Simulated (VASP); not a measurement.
## Zr7CoO16: single point with PBEsol+U

Crystal: Zr7CoO16.

```xyz
24
Lattice="10.2841 0.0000 0.0000 5.1420 5.2087 0.0000 4.2956 0.0000 5.2420" Properties=species:S:1:pos:R:3 pbc="T T T"
Co    1.0301    0.2634    0.8542
Zr    6.3762    0.2291    1.1294
Zr   13.7310    2.7849    1.5842
Zr    8.5842    2.8462    1.5066
Zr   13.2938    4.9791    4.1765
Zr   18.4493    4.9857    4.0758
Zr   11.1157    2.3391    3.7262
Zr    5.9837    2.4469    3.7270
O    10.4234    1.6306    1.7786
O     5.1779    1.7053    1.8611
O    15.0376    4.3350    0.7316
O     9.8506    4.2653    0.7724
O    14.5687    3.5575    3.3991
O     9.4032    3.4841    3.3596
O     9.8618    0.9227    4.4942
O     4.7980    0.8499    4.3910
O    12.2016    3.9757    2.5085
O     7.0536    4.0041    2.4799
O     2.6573    1.2547    0.2196
O     7.9373    1.2785    0.1694
O    12.8149    1.4240    2.9094
O     7.5246    1.3084    2.7915
O    11.7981    3.7928    5.1078
O    16.9880    3.8411    5.1502
```

- Program: VASP 6.6.1
- Task: single point
- Functional: PBEsol
- Potentials or basis: VASP PAW PBE potentials, release 64 (Co, Zr_sv, O)
- Cutoff: 600 eV
- k mesh: 3 × 3 × 3
- Occupations: gaussian, width 0.05 eV
- Spin: collinear spin, ferromagnetic start
- Starting moments: [5.0, 0.0, 0.0, 0.0, 0.0, 0.0, 0.0, 0.0, 0.0, 0.0, 0.0, 0.0, 0.0, 0.0, 0.0, 0.0, 0.0, 0.0, 0.0, 0.0, 0.0, 0.0, 0.0, 0.0] μB
- Hubbard terms: Co d U = 4.0 eV

| Property | Result |
| --- | --- |
| Pressure | -3.0 GPa |
| Largest force | 0.688 eV/Å |
| Band gap on the k mesh | 0.52 eV (least direct gap 0.57 eV) |
| Net moment | 5.00 μB per cell |
| Site moments | Co +3.23; Zr +0.00, +0.01 (each value once); O +0.33, +0.03, +0.36, +0.01, +0.02, +0.30, +0.08, +0.14, +0.06 (each value once) μB |
| Valence electrons inside the program's atomic spheres | Co 7.87; Zr 9.68, 9.63, 9.64, 9.65, 9.69, 9.67 (each value once); O 4.97, 5.08, 4.99, 5.07, 5.06, 5.03, 5.00, 5.01, 5.04 (each value once) |

Forces in eV/Å, atoms in the order of the input:
```
Co  -0.400  0.283  0.483
Zr  -0.043 -0.006  0.028
Zr  -0.098 -0.148 -0.390
Zr  -0.144  0.121  0.092
Zr  -0.063  0.212  0.052
Zr  -0.026 -0.107 -0.147
Zr  -0.003  0.081  0.109
Zr   0.129 -0.082  0.064
O    0.148 -0.285 -0.199
O    0.037  0.046 -0.071
O    0.106 -0.197  0.223
O    0.009 -0.052  0.023
O    0.013  0.001  0.004
O    0.081 -0.004  0.005
O    0.079  0.017 -0.054
O   -0.121  0.085 -0.145
O   -0.033 -0.006  0.044
O    0.086  0.011  0.035
O    0.379  0.151 -0.126
O    0.106 -0.028  0.004
O   -0.125 -0.097  0.001
O    0.040 -0.045 -0.059
O   -0.076 -0.024  0.016
O   -0.082  0.073  0.007
```

Stress tensor (GPa, compression positive):
```
-3.05  1.84  0.28
 1.84 -4.21  0.41
 0.28  0.41 -1.67
```

Levels at points of the mesh, in eV from the valence-band top:
Spin up:
| k point | band 93 | band 94 | band 95 | band 96 | band 97 | band 98 | band 99 | band 100 | band 101 | band 102 |
| --- | --- | --- | --- | --- | --- | --- | --- | --- | --- | --- |
| (0.00, 0.00, 0.00) | -0.61 | -0.55 | -0.45 | -0.23 | -0.21 | 3.92 | 4.07 | 4.22 | 4.24 | 4.45 |
Spin down:
```tsv
k point	band 88	band 89	band 90	band 91	band 92	band 93	band 94	band 95	band 96	band 97
(0.00, 0.00, 0.00)	-0.70	-0.60	-0.45	-0.23	0.00	0.57	0.81	1.09	1.29	1.96
```

Eigenvalues of the final occupation matrices:
```csv
site,spin,trace,eigenvalues
site 1 d,1,5.06,0.98 0.99 0.99 1.03 1.06
site 1 d,2,1.86,0.18 0.26 0.42 0.47 0.54
```

It took 20 min on 4 MPI ranks on Intel(R) Xeon(R) Platinum 8488C (Sapphire Rapids), with other jobs on the host, peak memory 1.4 GiB a rank.

Caveat: semilocal functionals underestimate gaps, and a narrow one can read as zero; the PAW data sets were made with another functional, which shifts forces and pressure a little; a cell with one magnetic atom can't hold antiferromagnetic order, which such compounds often take. The state reached can hang on the start; a lower one may exist.
